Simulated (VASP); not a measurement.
Input of a VASP 6.6.1 run:

The input INCAR:

```
  PREC = Accurate
  ENCUT = 520
  EDIFF = 1E-6
  ISMEAR = 0
  SIGMA = 0.1
  LREAL = False
  LASPH = True
  NELM = 80
  ALGO = Fast
  ISIF = 2
  LWAVE = False
  LCHARG = True
  GGA = PE
  LELF = True
  LVHAR = True
  NBANDS = 38
```

The input KPOINTS:

```
Automatic mesh
0
Gamma
  8 8 6
```

File POSCAR:

```
Zr
1.0
    2.9418799412     -2.9429806153      0.0000000000
    2.9418799412      2.9429806153      0.0000000000
    0.0000000000      0.0000000000      7.5230841671
Zr
5
Direct
    0.5000000000      0.0000000000      0.2987384511
    0.0000000000      0.5000000000      0.7012615489
    0.0000000000      0.5000000000      0.2987384511
    0.5000000000      0.0000000000      0.7012615489
    0.0000000000      0.0000000000      0.0000000000
```

Potentials or basis: VASP PAW PBE potentials, release 64 (Zr_sv).

Run with:

```sh
$ cat potpaw_PBE.64/Zr_sv/POTCAR > POTCAR
$ mpirun -np 1 vasp_std > vasp.out
```

What does it give for the pressure?

0.0 GPa.

Predict the band gap on the k mesh.

zero (bands 30 and 31 overlap by 1.01 eV).
